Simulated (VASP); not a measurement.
# Mg (P6_3/mmc) in VASP: a series of runs

Mg is run at these levels: PBEsol; tasks: single point, relaxation of cell and atoms.

All numbers are computed with VASP 6.6.1; they aren't measurements. Logs are shortened: lines on timing, memory, paths and dates and some standing lists are left out, and cuts for length are marked.

### Step 1. The cell of the first run

It takes space group P6_3/mmc (No. 194, hexagonal). The conventional cell has a = 3.175 Å, b = 3.175 Å, c = 5.159 Å, α = 90.00°, β = 90.00°, γ = 120.00°. Mg (site symmetry -6m2) has 12 Mg at 3.16 to 3.18 Å within 4.2 Å.

### Step 2. Single point, PBEsol

Input file INCAR:

```
SYSTEM = Mg
PREC     = Accurate       ! precision mode
ENCUT    = 600            ! plane-wave cutoff, eV
EDIFF    = 1E-6           ! SCF threshold, eV
ISMEAR   = -1             ! smearing method
SIGMA    = 0.1            ! smearing width, eV
LREAL    = .FALSE.        ! projectors in reciprocal space
LASPH    = .TRUE.         ! aspherical terms in the spheres
NELM     = 120            ! most SCF steps
ALGO     = Normal         ! electronic algorithm
ISIF     = 2              ! what is computed and relaxed
LWAVE    = .FALSE.        ! write WAVECAR
LCHARG   = .FALSE.        ! write CHGCAR
GGA      = PS             ! functional
NBANDS   = 9              ! bands
GGA_COMPAT= .FALSE.
```

Input file KPOINTS:

```
regular mesh
0
G
  9 9 5
  0 0 0
```

Input file POSCAR:

```
Mg
1.0
    3.1751641206      0.0000000000      0.0000000000
   -1.5875820603      2.7497727897      0.0000000000
    0.0000000000      0.0000000000      5.1592157968
Mg
2
Direct
    0.3333333333      0.6666666667      0.2500000000
    0.6666666667      0.3333333333      0.7500000000
```

Potentials or basis: VASP PAW PBE potentials, release 64 (Mg).

On the command line:

```sh
cat potpaw_PBE.64/Mg/POTCAR > POTCAR
mpirun -np 1 vasp_std > vasp.out
```

OUTCAR:

```text
SYSTEM = Mg
   PREC = Accurate
   ENCUT = 600
   EDIFF = 1E-6
   ISMEAR = -1
   LREAL = .FALSE.
   LASPH = .TRUE.
   NELM = 120
   ISIF = 2
   GGA = PS

 ion  position               nearest neighbor table
   1  0.333  0.667  0.250-   2 3.16   2 3.16   2 3.16   2 3.16   2 3.16   2 3.16
   2  0.667  0.333  0.750-   1 3.16   1 3.16   1 3.16   1 3.16   1 3.16   1 3.16

  LATTYP: Found a hexagonal cell.
 ALAT       =     3.1751641206
 C/A-ratio  =     1.6248658655

  Lattice vectors:

 A1 = (   3.1751641206,   0.0000000000,   0.0000000000)
 A2 = (  -1.5875820603,   2.7497727897,   0.0000000000)
 A3 = (   0.0000000000,   0.0000000000,   5.1592157968)

Analysis of symmetry for initial positions (statically):
=====================================================================
 Subroutine PRICEL returns:
 Original cell was already a primitive cell.

 Routine SETGRP: Setting up the symmetry group for a
 hexagonal supercell.

 Subroutine GETGRP returns: Found 24 space group operations
 (whereof 12 operations were pure point group operations)
 out of a pool of 24 trial point group operations.

The static configuration has the point symmetry D_3d.
 The point group associated with its full space group is D_6h.

Analysis of symmetry for dynamics (positions and initial velocities):
=====================================================================
 Subroutine PRICEL returns:
 Original cell was already a primitive cell.

 Routine SETGRP: Setting up the symmetry group for a
 hexagonal supercell.

 Subroutine GETGRP returns: Found 24 space group operations
 (whereof 12 operations were pure point group operations)
 out of a pool of 24 trial point group operations.

The dynamic configuration has the point symmetry D_3d.
 The point group associated with its full space group is D_6h.

 Subroutine INISYM returns: Found 24 space group operations
 (whereof 12 operations are pure point group operations),
 and found     1 'primitive' translations

----------------------------------------------------------------------------------------

                                     Primitive cell

  volume of cell :      45.0450

  direct lattice vectors                    reciprocal lattice vectors
     3.175164121  0.000000000  0.000000000     0.314944350  0.181833205  0.000000000
    -1.587582060  2.749772790  0.000000000     0.000000000  0.363666410  0.000000000
     0.000000000  0.000000000  5.159215797     0.000000000  0.000000000  0.193827907

  length of vectors
     3.175164121  3.175164121  5.159215797     0.363666410  0.363666410  0.193827907

  position of ions in fractional coordinates (direct lattice)
     0.333333333  0.666666667  0.250000000
     0.666666667  0.333333333  0.750000000

  ion indices of the primitive-cell ions
   primitive index   ion index
                 1           1
                 2           2

----------------------------------------------------------------------------------------

 KPOINTS: regular mesh

Automatic generation of k-mesh.
 Grid dimensions read from file:
 generate k-points for:    9    9    5

 Generating k-lattice:

  Cartesian coordinates                     Fractional coordinates (reciprocal lattice)
     0.034993817  0.020203689  0.000000000     0.111111111  0.000000000  0.000000000
     0.000000000  0.040407379  0.000000000     0.000000000  0.111111111  0.000000000
     0.000000000  0.000000000  0.038765581     0.000000000  0.000000000  0.200000000

  Length of vectors
     0.040407379  0.040407379  0.038765581

  Shift w.r.t. Gamma in fractional coordinates (k-lattice)
     0.000000000  0.000000000  0.000000000

 Subroutine IBZKPT returns following result:
 ===========================================

 Found     36 irreducible k-points:

 Following reciprocal coordinates:
            Coordinates               Weight
  0.000000  0.000000  0.000000      1.000000
  0.111111  0.000000  0.000000      6.000000
  0.222222 -0.000000  0.000000      6.000000
  0.333333 -0.000000  0.000000      6.000000
  0.444444 -0.000000  0.000000      6.000000
  0.111111  0.111111  0.000000      6.000000
[... 16 lines left out ...]
  0.333333  0.222222  0.200000     24.000000
  0.333333  0.333333  0.200000      4.000000
 [... further k-points ...]
   k-points           NKPTS =     36   k-points in BZ     NKDIM =     36   number of bands    NBANDS=      9
   number of dos      NEDOS =    301   number of ions     NIONS =      2
   total plane-waves  NPLWV =  32928
   dimension x,y,z NGX =    28 NGY =   28 NGZ =   42
   dimension x,y,z NGXF=    56 NGYF=   56 NGZF=   84
   ions per type =               2
   NGX,Y,Z   is equivalent  to a cutoff of  14.66, 14.66, 13.53 a.u.
   NGXF,Y,Z  is equivalent  to a cutoff of  29.32, 29.32, 27.07 a.u.
 SYSTEM =  Mg
   PREC   = accura    normal or accurate (medium, high low for compatibility)
   ISTART =      0    job   : 0-new  1-cont  2-samecut
   ICHARG =      2    charge: 1-file 2-atom 10-const
   ISPIN  =      1    spin polarized calculation?
   LNONCOLLINEAR =      F non collinear calculations
   LSORBIT =      F    spin-orbit coupling
   LASPH  =      T    aspherical Exc in radial PAW
   ENCUT  =  600.0 eV  44.10 Ry    6.64 a.u.   6.34  6.34 10.30*2*pi/ulx,y,z
   NELM   =    120;   NELMIN=  2; NELMDL= -5     # of ELM steps
   EDIFF  = 0.1E-05   stopping-criterion for ELM
   LREAL  =      F    real-space projection
   EDIFFG = 0.1E-04   stopping-criterion for IOM
   NSW    =      0    number of steps for IOM
   IBRION =     -1    ionic relax: 0-MD 1-quasi-New 2-CG
   NFREE  =      0    steps in history (QN), initial steepest desc. (CG)
   ISIF   =      2    stress and relaxation
   ISYM   =      2    0-nonsym 1-usesym 2-fastsym
   POTIM  = 0.5000    time-step for ionic-motion
   TEBEG  =    0.0;   TEEND  =   0.0 temperature during run
   PSTRESS=    0.0 pullay stress
   NELECT =       4.0000    total number of electrons
   NUPDOWN=      -1.0000    fix difference up-down
   EMIN   =  10.00;   EMAX   =-10.00  energy-range for DOS
   EFERMI =   0.00;   METHOD = LEGACY
   ISMEAR =    -1;   SIGMA  =   0.10  broadening in eV -4-tet -1-fermi 0-gaus
   EFERMI_NEDOS =   21; number of points for ismear=-14 and -15
   IALGO  =     38    algorithm
   IMIX   =      4    mixing-type and parameters
     AMIX     =   0.40;   BMIX     =  1.00
     AMIX_MAG =   1.60;   BMIX_MAG =  1.00
  volume/ion in A,a.u.               =      22.52       151.99
  Fermi-wavevector in a.u.,A,eV,Ry     =   0.730375  1.380209  7.257997  0.533448
  Thomas-Fermi vector in A             =   1.822329
   LORBIT       =      0    0 simple, 1 ext, 2 COOP (PROOUT), +10 PAW based schemes
   GGA     = PS    functional components
   LHFCALC =     F    Hartree Fock is set to
   AEXX    =    0.0000 exact exchange contribution
   IVDW    =     0    specifies the selected vdW correction
   LEPSILON=     F    determine dielectric tensor
   LRPA    =     F    only Hartree local field effects (RPA)
 non-spin polarized calculation
  energy-cutoff  :      600.00
  volume of cell :       45.05
 maximum number of plane-waves:      1520
 NGX is ok and might be reduce to    28
   NGX = 13   NGY = 13   NGZ = 21

 number of electron       4.0000000 magnetization

 Free energy of the ion-electron system (eV)
  ---------------------------------------------------
  ext. energy  EPLUGINS =         0.00000000
  ---------------------------------------------------
  free energy    TOTEN  =        -3.45549951 eV

  energy without entropy =       -3.42751419  energy(sigma->0) =       -3.44150685

 E-fermi :   2.6417     XC(G=0):  -8.5938

 val. band max:        2.6378830426   @ k =   0.4444  -0.0000   0.4000
 cond. band min:       2.7440233665   @ k =   0.4444   0.1111   0.4000
 fundamental gap:      0.1061403239
 Fermi energy:         2.6416530612

 k-point     1 :       0.0000    0.0000    0.0000
  band No.  band energies     occupation
      1      -4.3200      2.00000
      2       0.9701      2.00000
      3       1.4471      1.99999
      4      13.7368      0.00000
      5      13.7368      0.00000
      6      13.8953      0.00000
      7      13.8953      0.00000
      8      14.6156      0.00000
      9      16.3143      0.00000

 k-point     2 :       0.1111    0.0000    0.0000
  band No.  band energies     occupation
      1      -4.0739      2.00000
      2       1.1946      2.00000
      3       1.6853      1.99986
      4      10.5937      0.00000
      5      12.1771      0.00000
      6      12.9538      0.00000
      7      15.3362      0.00000
      8      15.4639      0.00000
      9      15.7366      0.00000

 k-point     3 :       0.2222   -0.0000    0.0000
  band No.  band energies     occupation
      1      -3.3395      2.00000
      2       1.8689      1.99912
      3       2.3800      1.86387
      4       7.3088      0.00000
      5      10.9468      0.00000
      6      11.2349      0.00000
      7      12.0517      0.00000
      8      13.5578      0.00000
      9      15.4705      0.00000

 k-point     4 :       0.3333   -0.0000    0.0000
  band No.  band energies     occupation
      1      -2.1284      2.00000
      2       2.9944      0.05708
      3       3.2761      0.00351
      4       4.6314      0.00000
      5       9.1212      0.00000
      6       9.2925      0.00000
      7      10.1284      0.00000
      8      11.9396      0.00000
      9      14.5401      0.00000
[... 205 lines left out ...]
 k-point    22 :       0.2222    0.2222    0.2000
  band No.  band energies     occupation
      1      -1.1901      2.00000
      2       2.0048      1.99658
      3       5.0051      0.00000
      4       5.0062      0.00000
      5       6.6007      0.00000
      6       8.3955      0.00000
      7       8.5744      0.00000
      8      12.5006      0.00000
      9      12.8215      0.00000

 k-point    23 :       0.3333    0.2222    0.2000
  band No.  band energies     occupation
      1       0.4572      2.00000
      2       2.4596      1.72118
      3       3.6642      0.00007
      4       4.6594      0.00000
      5       5.8904      0.00000
      6       7.6142      0.00000
      7       8.5553      0.00000
      8      10.3146      0.00000
      9      12.2797      0.00000

 k-point    24 :       0.3333    0.3333    0.2000
  band No.  band energies     occupation
      1       2.2536      1.95956
      2       2.2938      1.94013
      3       2.2938      1.94013
      4       5.3903      0.00000
      5       5.7506      0.00000
      6       5.7506      0.00000
      7       9.6348      0.00000
      8      10.3006      0.00000
      9      10.3006      0.00000

 [... further k-points ...]

------------------------ aborting loop because EDIFF is reached ----------------------------------------

  FORCE on cell =-STRESS in cart. coord.  units (eV):
  Direction    XX          YY          ZZ          XY          YZ          ZX
  --------------------------------------------------------------------------------------
  -------------------------------------------------------------------------------------
  Total       -0.0114843     -0.0114843     -0.0100457     -0.0000000     -0.0000000      0.0000000
  in kB       -0.4084775     -0.4084775     -0.3573080     -0.0000000     -0.0000000      0.0000000
  external PRESSURE =      -0.3914210 kB  Pullay stress =       0.0000000 kB

 VOLUME and BASIS-vectors are now :
 -----------------------------------------------------------------------------
  energy-cutoff  :      600.00
  volume of cell :       45.05
      direct lattice vectors                 reciprocal lattice vectors
     3.175164121  0.000000000  0.000000000     0.314944350  0.181833205  0.000000000
    -1.587582060  2.749772790  0.000000000     0.000000000  0.363666410  0.000000000
     0.000000000  0.000000000  5.159215797     0.000000000  0.000000000  0.193827907

 POSITION                                       TOTAL-FORCE (eV/Angst)
 -----------------------------------------------------------------------------------
     -0.00000      1.83318      1.28980        -0.000000      0.000000      0.000000
      1.58758      0.91659      3.86941         0.000000     -0.000000      0.000000
 -----------------------------------------------------------------------------------
    total drift:                               -0.000000      0.000000     -0.000000

  FREE ENERGIE OF THE ION-ELECTRON SYSTEM (eV)
  ---------------------------------------------------
  free  energy   TOTEN  =        -3.4554995099 eV

  energy  without entropy=       -3.4275141943  energy(sigma->0) =       -3.44150685
```

Run time: 9.7 s. Hardware: 1 thread of Intel Xeon Platinum 8375C at 2.90GHz (Ice Lake), shared host; peak memory 0.17 GiB.

What came out:

- Free energy: -3.4555 eV
- Pressure: 0.0 GPa
- Band gap on the k mesh: zero (band 2 reaches 3.67 eV, above the bottom of band 3 at 1.45 eV)

Caveat: the PAW data sets were made with another functional, which shifts forces and pressure a little.

### Step 3. Relaxation of cell and atoms, PBEsol

This run uses another cell than the first one, of 23.24 Å³/atom, 1.032 times its volume.

Input file INCAR:

```
PREC     = Accurate       # precision mode
ENCUT    = 600            # plane-wave cutoff, eV
EDIFF    = 1E-7           # SCF threshold, eV
ISMEAR   = -1             # smearing method
SIGMA    = 0.1            # smearing width, eV
LREAL    = F              # projectors in reciprocal space
LASPH    = T              # aspherical terms in the spheres
NELM     = 120            # most SCF steps
ALGO     = Normal         # electronic algorithm
ISIF     = 3              # what is computed and relaxed
LWAVE    = F              # write WAVECAR
LCHARG   = F              # write CHGCAR
GGA      = PS             # functional
IBRION   = 2              # ionic algorithm
NSW      = 80             # ionic steps
EDIFFG   = -0.01          # ionic threshold
GGA_COMPAT= F            
NELMIN   = 4
```

Input file KPOINTS:

```
Automatic mesh
0
Gamma
  9 9 5
```

Input file POSCAR:

```
Mg
1.0
    3.2093000000      0.0000000000      0.0000000000
   -1.6046500000      2.7793353300      0.0000000000
    0.0000000000      0.0000000000      5.2103000000
Mg
2
Direct
    0.3333333333      0.6666666667      0.2500000000
    0.6666666667      0.3333333333      0.7500000000
```

Potentials or basis: VASP PAW PBE potentials, release 64 (Mg).

On the command line:

```sh
cat potpaw_PBE.64/Mg/POTCAR > POTCAR
mpirun -np 1 vasp_std > vasp.out
```

Wall time 18 s (1 thread of Intel Xeon Platinum 8375C at 2.90GHz (Ice Lake), shared host); peak memory 0.19 GiB.

It converged, with:

```
Free energy                            : -3.4555 eV
Relaxed volume                         : 22.50 Å³/atom
Relaxed cell                           : a = 3.175 Å, b = 3.175 Å, c = 5.155 Å, α = 90.00°, β = 90.00°, γ = 120.00°
Space group after relaxing (to 0.05 Å) : P6_3/mmc (No. 194)
Energy gained by relaxing              : 2.7 meV/atom
Ionic steps                            : 3
Pressure after relaxing                : 0.0 GPa
Band gap on the k mesh                 : zero (band 2 reaches 3.68 eV, above the bottom of band 3 at 1.46 eV)
```

Step by step:
```
step  energy change (eV)  largest force (eV/Å)  pressure (GPa)  volume (Å³)
   1              0.0000                0.0000           -1.14        46.47
   2             -0.0051                0.0000           -0.30        45.37
   3             -0.0054                0.0000           -0.01        45.01
```

Final structure:
```
Mg
1.0
     3.17508    0.00000    0.00000
    -1.58754    2.74970    0.00000
     0.00000    0.00000    5.15538
Mg
2
Direct
  0.33333 0.66667 0.25000
  0.66667 0.33333 0.75000
```

Levels at points of the mesh, in eV from the Fermi level:
```tsv
k point	band 1	band 2	band 3	band 4	band 5	band 6
(0.00, 0.00, 0.00)	-6.96	-1.67	-1.19	11.09	11.09	11.25
```

Caveat: the PAW data sets were made with another functional, which shifts forces and pressure a little.
